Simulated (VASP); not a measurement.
# KTmI4 in VASP: further runs

The runs below take KTmI4 through single point, with PBE.

Program: VASP 6.6.1. These are calculated values, not measurements. Logs are shortened: lines on timing, memory, paths and dates and some standing lists are left out, and cuts for length are marked.

## (1) The cell of the first run

Symmetry: P2/m, No. 10, monoclinic system. The conventional cell has a = 7.531 Å, b = 4.545 Å, c = 8.298 Å, α = 90.00°, β = 93.13°, γ = 90.00°. K (site symmetry 2/m) has 6 I at 3.46 to 3.82 Å and 2 K at 4.55 Å within 4.6 Å. Tm (site symmetry 2/m) has 6 I at 2.95 to 3.06 Å within 3.9 Å. I (site symmetry m) has 2 Tm at 3.06 Å and 1 K at 3.82 Å and 5 I at 4.11 to 4.26 Å within 4.3 Å. I (site symmetry m) has 1 Tm at 2.95 Å and 2 K at 3.46 Å within 3.9 Å.

## (2) Single point, PBE

Contents of INCAR:

```
SYSTEM = KTmI4
PREC = Accurate
ENCUT = 500
EDIFF = 1E-6
ISMEAR = 0
SIGMA = 0.1
LREAL = .FALSE.
LASPH = .TRUE.
NELM = 200
ALGO = Normal
ISIF = 2
LWAVE = .FALSE.
LCHARG = .TRUE.
GGA = PE
LELF = .TRUE.
LVHAR = .TRUE.
NBANDS = 58
GGA_COMPAT = .FALSE.
LMAXMIX = 6
```

Contents of KPOINTS:

```
Automatic mesh
0
G
  4 2 1
  0 0 0
```

Contents of POSCAR:

```
KTmI4
1.0
    0.0000000000      4.5452614065      0.0000000000
   -0.3860653369      0.0000000000      8.2892339250
   15.0615925173      0.0000000000     -0.1222427602
K Tm I
2 2 8
Direct
    0.5000000000      0.5000000000      0.2500000000
    0.5000000000      0.5000000000      0.7500000000
    0.0000000000      0.0000000000      0.0000000000
    1.0000000000      0.0000000000      0.5000000000
    0.5000000000      0.8756545123      0.1142067778
    0.5000000000      0.8756545123      0.6142067778
    0.5000000000      0.1243454877      0.3857932222
    0.5000000000      0.1243454877      0.8857932222
    0.0000000000      0.6914218834      0.3935588600
    0.0000000000      0.6914218834      0.8935588600
    0.0000000000      0.3085781166      0.1064411400
    0.0000000000      0.3085781166      0.6064411400
```

Potentials or basis: VASP PAW PBE potentials, release 64 (K_sv, Tm_3, I), 4f in core.

On the command line:

```sh
$ cat potpaw_PBE.64/K_sv/POTCAR potpaw_PBE.64/Tm_3/POTCAR potpaw_PBE.64/I/POTCAR > POTCAR
$ mpirun -np 1 vasp_std > vasp.out
```

OUTCAR:

```text
SYSTEM = KTmI4
   PREC = Accurate
   ENCUT = 500
   EDIFF = 1E-6
   ISMEAR = 0
   LREAL = .FALSE.
   LASPH = .TRUE.
   NELM = 200
   ISIF = 2
   GGA = PE

 ion  position               nearest neighbor table
   1  0.500  0.500  0.250-   9 3.46  11 3.46   9 3.46  11 3.46
   2  0.500  0.500  0.750-  10 3.46  12 3.46  10 3.46  12 3.46
   3  0.000  0.000  0.000-  10 2.95  11 2.95   5 3.06   8 3.06   5 3.06   8 3.06
   4  0.000  0.000  0.500-   9 2.95  12 2.95   6 3.06   7 3.06   6 3.06   7 3.06
   5  0.500  0.876  0.114-   3 3.06   3 3.06
   6  0.500  0.876  0.614-   4 3.06   4 3.06
   7  0.500  0.124  0.386-   4 3.06   4 3.06
   8  0.500  0.124  0.886-   3 3.06   3 3.06
   9  0.000  0.691  0.394-   4 2.95   1 3.46   1 3.46
  10  0.000  0.691  0.894-   3 2.95   2 3.46   2 3.46
  11  0.000  0.309  0.106-   3 2.95   1 3.46   1 3.46
  12  0.000  0.309  0.606-   4 2.95   2 3.46   2 3.46

  LATTYP: Found a simple monoclinic cell.
 ALAT       =     8.2982194179
 B/A-ratio  =     0.5477393616
 C/A-ratio  =     1.8150988572
 COS(beta)  =    -0.0546294799

  Lattice vectors:

 A1 = (  -0.3860653369,   0.0000000000,   8.2892339250)
 A2 = (   0.0000000000,  -4.5452614065,   0.0000000000)
 A3 = (  15.0615925173,   0.0000000000,  -0.1222427602)

Analysis of symmetry for initial positions (statically):
=====================================================================
 Subroutine PRICEL returns following result:

  LATTYP: Found a simple monoclinic cell.
 ALAT       =     7.5310442910
 B/A-ratio  =     0.6035366718
 C/A-ratio  =     1.1018683595
 COS(beta)  =    -0.0546294799

  Lattice vectors:

 A1 = (   7.5307962586,   0.0000000000,  -0.0611213801)
 A2 = (   0.0000000000,   4.5452614065,   0.0000000000)
 A3 = (  -0.3860653369,   0.0000000000,   8.2892339250)

   2 primitive cells build up your supercell.

 Routine SETGRP: Setting up the symmetry group for a
 simple monoclinic supercell.

 Subroutine GETGRP returns: Found  4 space group operations
 (whereof  4 operations were pure point group operations)
 out of a pool of  4 trial point group operations.

The static configuration has the point symmetry C_2h.

Analysis of symmetry for dynamics (positions and initial velocities):
=====================================================================
 Subroutine PRICEL returns following result:

  LATTYP: Found a simple monoclinic cell.
 ALAT       =     7.5310442910
 B/A-ratio  =     0.6035366718
 C/A-ratio  =     1.1018683595
 COS(beta)  =    -0.0546294799

  Lattice vectors:

 A1 = (   7.5307962586,   0.0000000000,  -0.0611213801)
 A2 = (   0.0000000000,   4.5452614065,   0.0000000000)
 A3 = (  -0.3860653369,   0.0000000000,   8.2892339250)

   2 primitive cells build up your supercell.

 Routine SETGRP: Setting up the symmetry group for a
 simple monoclinic supercell.

 Subroutine GETGRP returns: Found  4 space group operations
 (whereof  4 operations were pure point group operations)
 out of a pool of  4 trial point group operations.

The dynamic configuration has the point symmetry C_2h.

 Subroutine INISYM returns: Found  4 space group operations
 (whereof  4 operations are pure point group operations),
 and found     2 'primitive' translations

----------------------------------------------------------------------------------------

                                     Primitive cell

  volume of cell :     283.6286

  direct lattice vectors                    reciprocal lattice vectors
     7.530796259  0.000000000 -0.061121380     0.132838297  0.000000000  0.006186852
     0.000000000  4.545261406  0.000000000     0.000000000  0.220009348  0.000000000
    -0.386065337  0.000000000  8.289233925     0.000979495  0.000000000  0.120684029

  length of vectors
     7.531044291  4.545261406  8.298219418     0.132982293  0.220009348  0.120688004

  position of ions in fractional coordinates (direct lattice)
     0.500000000  0.500000000  0.500000000
     0.000000000  0.000000000  0.000000000
     0.228413556  0.500000000  0.875654512
     0.771586444  0.500000000  0.124345488
     0.787117720  0.000000000  0.691421883
     0.212882280  0.000000000  0.308578117

  ion indices of the primitive-cell ions
   primitive index   ion index
                 1           1
                 2           3
                 3           5
                 4           7
                 5           9
                 6          11

----------------------------------------------------------------------------------------

 KPOINTS: Automatic mesh

Automatic generation of k-mesh.
 Grid dimensions read from file:
 generate k-points for:    4    2    1

 Generating k-lattice:

  Cartesian coordinates                     Fractional coordinates (reciprocal lattice)
     0.000000000  0.055002337  0.000000000     0.250000000  0.000000000  0.000000000
     0.000489747  0.000000000  0.060342015     0.000000000  0.500000000  0.000000000
     0.066419148  0.000000000  0.003093426     0.000000000  0.000000000  1.000000000

  Length of vectors
     0.055002337  0.060344002  0.066491146

  Shift w.r.t. Gamma in fractional coordinates (k-lattice)
     0.000000000  0.000000000  0.000000000

 Subroutine IBZKPT returns following result:
 ===========================================

 Found      6 irreducible k-points:

 Following reciprocal coordinates:
            Coordinates               Weight
  0.000000  0.000000  0.000000      1.000000
  0.250000  0.000000  0.000000      2.000000
  0.500000  0.000000  0.000000      1.000000
  0.000000  0.500000  0.000000      1.000000
  0.250000  0.500000  0.000000      2.000000
  0.500000  0.500000  0.000000      1.000000
   k-points           NKPTS =      6   k-points in BZ     NKDIM =      6   number of bands    NBANDS=     58
   number of dos      NEDOS =    301   number of ions     NIONS =     12
   total plane-waves  NPLWV = 258048
   dimension x,y,z NGX =    36 NGY =   64 NGZ =  112
   dimension x,y,z NGXF=    72 NGYF=  128 NGZF=  224
   ions per type =               2   2   8
   NGX,Y,Z   is equivalent  to a cutoff of  13.17, 12.82, 12.36 a.u.
   NGXF,Y,Z  is equivalent  to a cutoff of  26.33, 25.64, 24.72 a.u.
 SYSTEM =  KTmI4
   PREC   = accura    normal or accurate (medium, high low for compatibility)
   ISTART =      0    job   : 0-new  1-cont  2-samecut
   ICHARG =      2    charge: 1-file 2-atom 10-const
   ISPIN  =      1    spin polarized calculation?
   LNONCOLLINEAR =      F non collinear calculations
   LSORBIT =      F    spin-orbit coupling
   LASPH  =      T    aspherical Exc in radial PAW
   ENCUT  =  500.0 eV  36.75 Ry    6.06 a.u.   8.29 15.13 27.46*2*pi/ulx,y,z
   NELM   =    200;   NELMIN=  2; NELMDL= -5     # of ELM steps
   EDIFF  = 0.1E-05   stopping-criterion for ELM
   LREAL  =      F    real-space projection
   EDIFFG = 0.1E-04   stopping-criterion for IOM
   NSW    =      0    number of steps for IOM
   IBRION =     -1    ionic relax: 0-MD 1-quasi-New 2-CG
   NFREE  =      0    steps in history (QN), initial steepest desc. (CG)
   ISIF   =      2    stress and relaxation
   ISYM   =      2    0-nonsym 1-usesym 2-fastsym
   POTIM  = 0.5000    time-step for ionic-motion
   TEBEG  =    0.0;   TEEND  =   0.0 temperature during run
   PSTRESS=    0.0 pullay stress
   NELECT =      92.0000    total number of electrons
   NUPDOWN=      -1.0000    fix difference up-down
   EMIN   =  10.00;   EMAX   =-10.00  energy-range for DOS
   EFERMI =   0.00;   METHOD = LEGACY
   ISMEAR =     0;   SIGMA  =   0.10  broadening in eV -4-tet -1-fermi 0-gaus
   EFERMI_NEDOS =   21; number of points for ismear=-14 and -15
   IALGO  =     38    algorithm
   IMIX   =      4    mixing-type and parameters
     AMIX     =   0.40;   BMIX     =  1.00
     AMIX_MAG =   1.60;   BMIX_MAG =  1.00
  volume/ion in A,a.u.               =      47.27       319.00
  Fermi-wavevector in a.u.,A,eV,Ry     =   0.892779  1.687108 10.844590  0.797055
  Thomas-Fermi vector in A             =   2.014772
   LORBIT       =      0    0 simple, 1 ext, 2 COOP (PROOUT), +10 PAW based schemes
   GGA     = PE    functional components
   LHFCALC =     F    Hartree Fock is set to
   AEXX    =    0.0000 exact exchange contribution
   IVDW    =     0    specifies the selected vdW correction
   LEPSILON=     F    determine dielectric tensor
   LRPA    =     F    only Hartree local field effects (RPA)
 non-spin polarized calculation
 Gauss-broadening in eV      SIGMA  =   0.10
  energy-cutoff  :      500.00
  volume of cell :      567.26
 maximum number of plane-waves:     14431
 NGX is ok and might be reduce to    36
   NGX = 17   NGY = 31   NGZ = 55

 number of electron      92.0000006 magnetization

 Free energy of the ion-electron system (eV)
  ---------------------------------------------------
  ext. energy  EPLUGINS =         0.00000000
  ---------------------------------------------------
  free energy    TOTEN  =       -39.84566705 eV

  energy without entropy =      -39.84566705  energy(sigma->0) =      -39.84566705

 E-fermi :   0.7868     XC(G=0):  -7.2028

 val. band max:        0.2928299327   @ k =   0.0000   0.0000   0.0000
 cond. band min:       2.8597597767   @ k =   0.0000   0.0000   0.0000
 fundamental gap:      2.5669298440
 Fermi energy:         0.7868296931

 k-point     1 :       0.0000    0.0000    0.0000
  band No.  band energies     occupation
      1     -28.8462      2.00000
      2     -28.8462      2.00000
      3     -24.8893      2.00000
      4     -24.8893      2.00000
      5     -24.8326      2.00000
      6     -24.8326      2.00000
[... 355 lines left out ...]
     57       5.7764      0.00000
     58       5.8193      0.00000

------------------------ aborting loop because EDIFF is reached ----------------------------------------

  FORCE on cell =-STRESS in cart. coord.  units (eV):
  Direction    XX          YY          ZZ          XY          YZ          ZX
  --------------------------------------------------------------------------------------
  -------------------------------------------------------------------------------------
  Total        0.3541940      0.3769329      0.2861236      0.0000000      0.0000000      0.0300275
  in kB        1.0003956      1.0646202      0.8081356      0.0000000      0.0000000      0.0848106
  external PRESSURE =       0.9577171 kB  Pullay stress =       0.0000000 kB

 VOLUME and BASIS-vectors are now :
 -----------------------------------------------------------------------------
  energy-cutoff  :      500.00
  volume of cell :      567.26
      direct lattice vectors                 reciprocal lattice vectors
     0.000000000  4.545261406  0.000000000     0.000000000  0.220009348  0.000000000
    -0.386065337  0.000000000  8.289233925     0.000979495  0.000000000  0.120684029
    15.061592517  0.000000000 -0.122242760     0.066419148  0.000000000  0.003093426

 POSITION                                       TOTAL-FORCE (eV/Angst)
 -----------------------------------------------------------------------------------
      3.57237      2.27263      4.11406         0.000000     -0.000000      0.000000
     11.10316      2.27263      4.05293         0.000000     -0.000000      0.000000
      0.00000      0.00000      0.00000         0.000000     -0.000000      0.000000
      7.53080      0.00000     -0.06112         0.000000     -0.000000      0.000000
      1.38208      2.27263      7.24454         0.018494     -0.000000     -0.015886
      8.91287      2.27263      7.18342         0.018494     -0.000000     -0.015886
      5.76265      2.27263      0.98357        -0.018494      0.000000      0.015886
     13.29345      2.27263      0.92245        -0.018494      0.000000      0.015886
      5.66069      0.00000      5.68325        -0.007826     -0.000000     -0.020021
     13.19149      0.00000      5.62213        -0.007826     -0.000000     -0.020021
      1.48404      0.00000      2.54486         0.007826     -0.000000      0.020021
      9.01484      0.00000      2.48374         0.007826     -0.000000      0.020021
 -----------------------------------------------------------------------------------
    total drift:                                0.000000      0.000000      0.000000

  FREE ENERGIE OF THE ION-ELECTRON SYSTEM (eV)
  ---------------------------------------------------
  free  energy   TOTEN  =       -39.8456670527 eV

  energy  without entropy=      -39.8456670527  energy(sigma->0) =      -39.84566705
```

Run time: 4 min. Hardware: 1 thread of Intel Xeon 6975P-C (Granite Rapids), shared host; peak memory 0.67 GiB.

Results:

| Item | Value |
| --- | --- |
| Free energy | -39.8457 eV |
| Pressure | 0.1 GPa |
| Largest force | 0.024 eV/Å |
| Band gap on the k mesh | 2.57 eV |

Forces in eV/Å, atoms in the order of the input:
```
K    0.000  0.000  0.000
K    0.000  0.000  0.000
Tm   0.000  0.000  0.000
Tm   0.000  0.000  0.000
I    0.018  0.000 -0.016
I    0.018  0.000 -0.016
I   -0.018  0.000  0.016
I   -0.018  0.000  0.016
I   -0.008  0.000 -0.020
I   -0.008  0.000 -0.020
I    0.008  0.000  0.020
I    0.008  0.000  0.020
```

Levels at points of the mesh, in eV from the valence-band top:
```csv
k point,band 44,band 45,band 46,band 47,band 48,band 49
"(0.00, 0.00, 0.00)",-0.10,-0.09,0.00,2.57,2.60,3.73
"(0.50, 0.00, 0.00)",-0.31,-0.26,-0.11,3.39,3.41,3.52
"(0.00, 0.50, 0.00)",-0.06,-0.05,-0.01,2.59,2.59,3.74
"(0.50, 0.50, 0.00)",-0.44,-0.35,-0.29,3.29,3.41,3.44
```

Caveat: spin-orbit coupling is left out, which moves the levels of the heavy elements; an odd mesh through Γ misses points on the zone boundary, where band edges can lie; the 4f electrons are frozen in the core, so they carry no moment and show no levels.

(Part 1 of 2 ends here.)
